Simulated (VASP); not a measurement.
# Pt (Fm-3m) in VASP: further runs

Runs on Pt. Level: PBE. Tasks: single point.

Program: VASP 6.6.1. These are calculated values, not measurements. Logs are shortened: lines on timing, memory, paths and dates and some standing lists are left out, and cuts for length are marked.

## Step 1: The cell of the first run

The structure is cubic, space group Fm-3m (No. 225). The conventional cell has a = 3.972 Å, b = 3.972 Å, c = 3.972 Å, α = 90.00°, β = 90.00°, γ = 90.00°. Within 3.7 Å of Pt (site symmetry m-3m) lie 12 Pt at 2.81 Å.

## Step 2: Single point, PBE

INCAR reads:

```
SYSTEM = Pt
PREC = Accurate
ENCUT = 520
EDIFF = 1E-6
ISMEAR = 1
SIGMA = 1.0
LREAL = .FALSE.
LASPH = .TRUE.
NELM = 80
ALGO = Normal
ISIF = 2
LWAVE = .FALSE.
LCHARG = .TRUE.
GGA = PE
LELF = .TRUE.
LVHAR = .TRUE.
NBANDS = 11
```

KPOINTS reads:

```
Automatic mesh
0
G
  14 14 14
  0 0 0
```

POSCAR reads:

```
Pt
1.0
    0.0000000000      1.9857786488      1.9857786488
    1.9857786488      0.0000000000      1.9857786488
    1.9857786488      1.9857786488      0.0000000000
Pt
1
Direct
    0.0000000000      0.0000000000      0.0000000000
```

Potentials or basis: VASP PAW PBE potentials, release 64 (Pt).

Launch:

```
cat potpaw_PBE.64/Pt/POTCAR > POTCAR
mpirun -np 1 vasp_std > vasp.out
```

OUTCAR:

```text
SYSTEM = Pt
   PREC = Accurate
   ENCUT = 520
   EDIFF = 1E-6
   ISMEAR = 1
   LREAL = .FALSE.
   LASPH = .TRUE.
   NELM = 80
   ISIF = 2
   GGA = PE

 ion  position               nearest neighbor table
   1  0.000  0.000  0.000-

  LATTYP: Found a face centered cubic cell.
 ALAT       =     3.9715572976

  Lattice vectors:

 A1 = (   0.0000000000,   1.9857786488,   1.9857786488)
 A2 = (   1.9857786488,   0.0000000000,   1.9857786488)
 A3 = (   1.9857786488,   1.9857786488,   0.0000000000)

Analysis of symmetry for initial positions (statically):
=====================================================================
 Subroutine PRICEL returns:
 Original cell was already a primitive cell.

 Routine SETGRP: Setting up the symmetry group for a
 face centered cubic supercell.

 Subroutine GETGRP returns: Found 48 space group operations
 (whereof 48 operations were pure point group operations)
 out of a pool of 48 trial point group operations.

The static configuration has the point symmetry O_h .

Analysis of symmetry for dynamics (positions and initial velocities):
=====================================================================
 Subroutine PRICEL returns:
 Original cell was already a primitive cell.

 Routine SETGRP: Setting up the symmetry group for a
 face centered cubic supercell.

 Subroutine GETGRP returns: Found 48 space group operations
 (whereof 48 operations were pure point group operations)
 out of a pool of 48 trial point group operations.

The dynamic configuration has the point symmetry O_h .

 Subroutine INISYM returns: Found 48 space group operations
 (whereof 48 operations are pure point group operations),
 and found     1 'primitive' translations

----------------------------------------------------------------------------------------

                                     Primitive cell

  volume of cell :      15.6611

  direct lattice vectors                    reciprocal lattice vectors
     0.000000000  1.985778649  1.985778649    -0.251790400  0.251790400  0.251790400
     1.985778649  0.000000000  1.985778649     0.251790400 -0.251790400  0.251790400
     1.985778649  1.985778649  0.000000000     0.251790400  0.251790400 -0.251790400

  length of vectors
     2.808315097  2.808315097  2.808315097     0.436113765  0.436113765  0.436113765

  position of ions in fractional coordinates (direct lattice)
     0.000000000  0.000000000  0.000000000

  ion indices of the primitive-cell ions
   primitive index   ion index
                 1           1

----------------------------------------------------------------------------------------

 KPOINTS: Automatic mesh

Automatic generation of k-mesh.
 Grid dimensions read from file:
 generate k-points for:   14   14   14

 Generating k-lattice:

  Cartesian coordinates                     Fractional coordinates (reciprocal lattice)
    -0.017985029  0.017985029  0.017985029     0.071428571  0.000000000  0.000000000
     0.017985029 -0.017985029  0.017985029     0.000000000  0.071428571  0.000000000
     0.017985029  0.017985029 -0.017985029     0.000000000  0.000000000  0.071428571

  Length of vectors
     0.031150983  0.031150983  0.031150983

  Shift w.r.t. Gamma in fractional coordinates (k-lattice)
     0.000000000  0.000000000  0.000000000

 Subroutine IBZKPT returns following result:
 ===========================================

 Found    104 irreducible k-points:

 Following reciprocal coordinates:
            Coordinates               Weight
  0.000000  0.000000  0.000000      1.000000
  0.071429  0.000000  0.000000      8.000000
  0.142857  0.000000  0.000000      8.000000
  0.214286  0.000000  0.000000      8.000000
  0.285714  0.000000  0.000000      8.000000
  0.357143  0.000000  0.000000      8.000000
[... 16 lines left out ...]
  0.214286  0.142857  0.000000     24.000000
  0.285714  0.142857  0.000000     24.000000
 [... further k-points ...]
   k-points           NKPTS =    104   k-points in BZ     NKDIM =    104   number of bands    NBANDS=     11
   number of dos      NEDOS =    301   number of ions     NIONS =      1
   total plane-waves  NPLWV =  13824
   dimension x,y,z NGX =    24 NGY =   24 NGZ =   24
   dimension x,y,z NGXF=    48 NGYF=   48 NGZF=   48
   ions per type =               1
   NGX,Y,Z   is equivalent  to a cutoff of  14.21, 14.21, 14.21 a.u.
   NGXF,Y,Z  is equivalent  to a cutoff of  28.41, 28.41, 28.41 a.u.
 SYSTEM =  Pt
   PREC   = accura    normal or accurate (medium, high low for compatibility)
   ISTART =      0    job   : 0-new  1-cont  2-samecut
   ICHARG =      2    charge: 1-file 2-atom 10-const
   ISPIN  =      1    spin polarized calculation?
   LNONCOLLINEAR =      F non collinear calculations
   LSORBIT =      F    spin-orbit coupling
   LASPH  =      T    aspherical Exc in radial PAW
   ENCUT  =  520.0 eV  38.22 Ry    6.18 a.u.   5.22  5.22  5.22*2*pi/ulx,y,z
   NELM   =     80;   NELMIN=  2; NELMDL= -5     # of ELM steps
   EDIFF  = 0.1E-05   stopping-criterion for ELM
   LREAL  =      F    real-space projection
   EDIFFG = 0.1E-04   stopping-criterion for IOM
   NSW    =      0    number of steps for IOM
   IBRION =     -1    ionic relax: 0-MD 1-quasi-New 2-CG
   NFREE  =      0    steps in history (QN), initial steepest desc. (CG)
   ISIF   =      2    stress and relaxation
   ISYM   =      2    0-nonsym 1-usesym 2-fastsym
   POTIM  = 0.5000    time-step for ionic-motion
   TEBEG  =    0.0;   TEEND  =   0.0 temperature during run
   PSTRESS=    0.0 pullay stress
   NELECT =      10.0000    total number of electrons
   NUPDOWN=      -1.0000    fix difference up-down
   EMIN   =  10.00;   EMAX   =-10.00  energy-range for DOS
   EFERMI =   0.00;   METHOD = LEGACY
   ISMEAR =     1;   SIGMA  =   1.00  broadening in eV -4-tet -1-fermi 0-gaus
   EFERMI_NEDOS =   21; number of points for ismear=-14 and -15
   IALGO  =     38    algorithm
   IMIX   =      4    mixing-type and parameters
     AMIX     =   0.40;   BMIX     =  1.00
     AMIX_MAG =   1.60;   BMIX_MAG =  1.00
  volume/ion in A,a.u.               =      15.66       105.69
  Fermi-wavevector in a.u.,A,eV,Ry     =   1.409724  2.663991 27.039142  1.987321
  Thomas-Fermi vector in A             =   2.531750
   LORBIT       =      0    0 simple, 1 ext, 2 COOP (PROOUT), +10 PAW based schemes
   GGA     = PE    functional components
   LHFCALC =     F    Hartree Fock is set to
   AEXX    =    0.0000 exact exchange contribution
   IVDW    =     0    specifies the selected vdW correction
   LEPSILON=     F    determine dielectric tensor
   LRPA    =     F    only Hartree local field effects (RPA)
 non-spin polarized calculation
 Methfessel and Paxton  Order N= 1 SIGMA  =   1.00
  energy-cutoff  :      520.00
  volume of cell :       15.66
 maximum number of plane-waves:       444
 NGX is ok and might be reduce to    24
   NGX = 11   NGY = 11   NGZ = 11

 number of electron      10.0000002 magnetization

 Free energy of the ion-electron system (eV)
  ---------------------------------------------------
  ext. energy  EPLUGINS =         0.00000000
  ---------------------------------------------------
  free energy    TOTEN  =        -6.15130136 eV

  energy without entropy =       -6.07039369  energy(sigma->0) =       -6.12433214

 E-fermi :  10.5956     XC(G=0): -13.2649

 val. band max:       10.5954683037   @ k =   0.5000   0.0714   0.0000
 cond. band min:      10.5974004409   @ k =  -0.4286   0.3571   0.0000
 fundamental gap:      0.0019321372
 Fermi energy:        10.5956248683

 k-point     1 :       0.0000    0.0000    0.0000
  band No.  band energies     occupation
      1       0.7555      2.00000
      2       6.9925      2.00000
      3       6.9925      2.00000
      4       6.9925      2.00000
      5       9.0141      2.04784
      6       9.0141      2.04784
      7      25.2940     -0.00000
      8      30.0432     -0.00000
      9      30.0432     -0.00000
     10      30.0432     -0.00000
     11      35.2499      0.00000

 k-point     2 :       0.0714    0.0000    0.0000
  band No.  band energies     occupation
      1       0.9529      2.00000
      2       6.9082      2.00000
      3       7.0689      2.00001
      4       7.0689      2.00001
      5       8.9732      2.04406
      6       8.9732      2.04406
      7      25.5903     -0.00000
      8      29.0166     -0.00000
      9      30.3383     -0.00000
     10      30.3383     -0.00000
     11      36.3091      0.00000

 k-point     3 :       0.1429    0.0000    0.0000
  band No.  band energies     occupation
      1       1.5154      2.00000
      2       6.7160      2.00000
      3       7.2463      2.00002
      4       7.2463      2.00002
      5       8.9138      2.03869
      6       8.9138      2.03869
      7      26.3129     -0.00000
      8      27.0783     -0.00000
      9      31.1734      0.00000
     10      31.1734      0.00000
     11      35.7463      0.00000

 k-point     4 :       0.2143    0.0000    0.0000
  band No.  band energies     occupation
      1       2.3264      2.00000
      2       6.5984      2.00000
      3       7.3608      2.00005
      4       7.3608      2.00005
      5       9.0208      2.04846
      6       9.0208      2.04846
      7      24.8378     -0.00000
      8      26.9345     -0.00000
      9      32.3415      0.00000
     10      32.3415      0.00000
     11      33.9314      0.00000

 k-point     5 :       0.2857    0.0000    0.0000
  band No.  band energies     occupation
      1       3.1043      2.00000
      2       6.8865      2.00000
      3       7.2878      2.00003
      4       7.2878      2.00003
      5       9.4176      2.07020
      6       9.4176      2.07020
      7      22.3697     -0.00000
      8      26.5508     -0.00000
      9      32.5586      0.00000
     10      32.5586      0.00000
     11      34.1524      0.00000
[... 211 lines left out ...]
 k-point    21 :      -0.0714    0.0714    0.0000
  band No.  band energies     occupation
      1       1.2739      2.00000
      2       6.7546      2.00000
      3       7.1769      2.00001
      4       7.2218      2.00002
      5       8.7865      2.02817
      6       9.0575      2.05185
      7      26.0449     -0.00000
      8      28.1084     -0.00000
      9      30.0577     -0.00000
     10      31.1604      0.00000
     11      36.5129      0.00000

 k-point    22 :       0.1429    0.1429    0.0000
  band No.  band energies     occupation
      1       1.7758      2.00000
      2       6.3809      2.00000
      3       7.5217      2.00012
      4       7.5217      2.00012
      5       8.3506      2.00670
      6       9.2766      2.06851
      7      26.8162     -0.00000
      8      28.4026     -0.00000
      9      29.7736     -0.00000
     10      29.7736     -0.00000
     11      37.3500      0.00000

 k-point    23 :       0.2143    0.1429    0.0000
  band No.  band energies     occupation
      1       2.4056      2.00000
      2       6.1231      2.00000
      3       7.6343      2.00023
      4       7.7685      2.00048
      5       8.3052      2.00561
      6       9.4303      2.06974
      7      26.8862     -0.00000
      8      27.6127     -0.00000
      9      29.4677     -0.00000
     10      30.2254     -0.00000
     11      34.7224      0.00000

 k-point    24 :       0.2857    0.1429    0.0000
  band No.  band energies     occupation
      1       3.2139      2.00000
      2       5.9904      2.00000
      3       7.3218      2.00004
      4       7.8659      2.00078
      5       8.9276      2.03993
      6       9.7393      2.00619
      7      24.5297     -0.00000
      8      27.7550     -0.00000
      9      29.0757     -0.00000
     10      30.5471     -0.00000
     11      34.2549      0.00000

 [... further k-points ...]
[... 5 lines left out ...]
  --------------------------------------------------------------------------------------
  -------------------------------------------------------------------------------------
  Total       -0.0307808     -0.0307808     -0.0307808      0.0000000      0.0000000     -0.0000000
  in kB       -3.1489687     -3.1489687     -3.1489687      0.0000000      0.0000000     -0.0000000
  external PRESSURE =      -3.1489687 kB  Pullay stress =       0.0000000 kB

 VOLUME and BASIS-vectors are now :
 -----------------------------------------------------------------------------
  energy-cutoff  :      520.00
  volume of cell :       15.66
      direct lattice vectors                 reciprocal lattice vectors
     0.000000000  1.985778649  1.985778649    -0.251790400  0.251790400  0.251790400
     1.985778649  0.000000000  1.985778649     0.251790400 -0.251790400  0.251790400
     1.985778649  1.985778649  0.000000000     0.251790400  0.251790400 -0.251790400

 POSITION                                       TOTAL-FORCE (eV/Angst)
 -----------------------------------------------------------------------------------
      0.00000      0.00000      0.00000         0.000000      0.000000      0.000000
 -----------------------------------------------------------------------------------
    total drift:                               -0.000000      0.000000     -0.000000

  FREE ENERGIE OF THE ION-ELECTRON SYSTEM (eV)
  ---------------------------------------------------
  free  energy   TOTEN  =        -6.1513013619 eV

  energy  without entropy=       -6.0703936918  energy(sigma->0) =       -6.12433214
```

Run time: 6.9 s. Hardware: 1 thread of Intel Xeon 6975P-C, shared host; peak memory 0.15 GiB.

Results:

- Free energy: -6.1513 eV
- Pressure: -0.3 GPa
- Band gap on the k mesh: zero (band 5 reaches 11.01 eV, above the bottom of band 6 at 8.91 eV)

Levels at points of the mesh, in eV from the Fermi level:
```tsv
k point	band 3	band 4	band 5	band 6	band 7	band 8
(0.00, 0.00, 0.00)	-3.60	-3.60	-1.58	-1.58	14.70	19.45
(0.50, 0.00, 0.00)	-3.66	-0.36	-0.01	-0.01	5.52	14.25
(0.50, 0.50, 0.00)	-0.05	0.41	0.41	1.81	8.44	11.23
```

Caveat: spin-orbit coupling is left out, which moves the levels of the heavy elements.

(Continued in part 2 of 3.)
